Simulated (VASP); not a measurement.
LiF, 2 atoms in the cell. Symmetry: Fm-3m, No. 225, cubic system. Conventional cell: a = 4.069 Å, b = 4.069 Å, c = 4.069 Å, α = 90.00°, β = 90.00°, γ = 90.00°. Within 2.7 Å of Li (site symmetry m-3m) lie 6 F at 2.03 Å. Within 2.7 Å of F (site symmetry m-3m) lie 6 Li at 2.03 Å. 

| Item | Value |
| --- | --- |
| Program | VASP 6.6.1 |
| Task | single point |
| Functional | LDA |
| Potentials or basis | VASP PAW LDA potentials, release 64 (Li_sv, F) |
| Cutoff | 520 eV |
| k mesh | 10 × 10 × 10 |
| Occupations | gaussian, width 0.02 eV |
| Spin | no spin polarisation |
| Dipole correction | no |
| Further INCAR settings | ALGO = Normal; EDIFF = 1e-06; NBANDS = 12 |

Potentials or basis: VASP PAW LDA potentials, release 64 (Li_sv, F).

Launch:

```console
$ cat potpaw_LDA.64/Li_sv/POTCAR potpaw_LDA.64/F/POTCAR > POTCAR
$ mpirun -np 1 vasp_std > vasp.out
```

Hardware: 1 thread of Intel(R) Xeon(R) Platinum 8259CL CPU @ 2.50GHz (Skylake/Cascade Lake), with other jobs on the host.

Problem. Estimate the wall time of this run.

Solution. Wall time 6.4 s on 1 thread of Intel(R) Xeon(R) Platinum 8259CL CPU @ 2.50GHz (Skylake/Cascade Lake), with other jobs on the host, peak memory 0.12 GiB. Counts: scf iterations 11, k points 47.
